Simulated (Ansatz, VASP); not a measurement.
# Rh: VASP beside Ansatz

File INCAR:

```
SYSTEM = Rh
  ALGO = Fast
  EDIFF = 1E-6
  ENCUT = 520
  GGA = PS
  ISIF = 2
  ISMEAR = 0
  LASPH = .True.
  LCHARG = .True.
  LELF = .True.
  LREAL = .False.
  LVHAR = .True.
  LWAVE = .False.
  NBANDS = 22
  NELM = 80
  PREC = Accurate
  SIGMA = 0.15
```

Contents of KPOINTS:

```
k-points
0
Gamma
  24 24 14
  0 0 0
```

POSCAR

```
Rh
1.0
    2.6887360848      0.0000000000      0.0000000000
   -1.3443680424      2.3285137535      0.0000000000
    0.0000000000      0.0000000000      4.5021810534
Rh
2
Direct
    0.6666666667      0.3333333333      0.7500000000
    0.3333333333      0.6666666667      0.2500000000
```

Input for Ansatz:

```yaml
crystal:
  lattice:
    - [2.6887360848, 0.0, 0.0]
    - [-1.3443680424, 2.3285137535, 0.0]
    - [0.0, 0.0, 4.5021810534]
  atoms:
    - { symbol: Rh, position: [0.6666666667, 0.3333333333, 0.75] }
    - { symbol: Rh, position: [0.3333333333, 0.6666666667, 0.25] }
basis:
  ecutwfc: 420
kpoints:
  mp_grid: { grid: [24, 24, 14] }
hamiltonian:
  xc: pbesol
scf:
  occupations: { method: gaussian, width: 0.15 }
output:
  forces: true
  stress: true
  eigenvalues: true
```

Change from the starting cell: strain +0.000 along x and y, +0.040 along z, atoms carried along.

Alike in both runs: task single point; functional PBEsol; k mesh 24 × 24 × 14; occupations gaussian, width 0.15 eV; no spin polarisation.

|  | VASP | Ansatz |
| --- | --- | --- |
| version | VASP 6.6.1 | Ansatz 0.2.0 |
| potentials or method | VASP PAW PBE potentials, release 64 (Rh_pv), cutoff 520 eV | scalar-relativistic, plane waves, PAW |
| valence electrons in the cell | 30 | 34 |

Ansatz gave:

- gap on the k mesh at the Fermi level (eV): none
- pressure (GPa): -10.1
- traceless stress, the component that is largest in VASP (GPa): -6.18

Q: What did VASP give for the same quantities?

A: gap on the k mesh at the Fermi level (eV): none; pressure (GPa): -10.0; traceless stress, the component that is largest in VASP (GPa): -6.19.

VASP's potentials were made for PBE, not for PBEsol. A gap of «none» marks a metal or a gap that the smearing closes. With one functional, cell and mesh, what is left measures potentials, basis and numerics. VASP's potentials hold 30 valence electrons a cell and Ansatz's 34, so a difference there can come from the potentials and not from the codes.
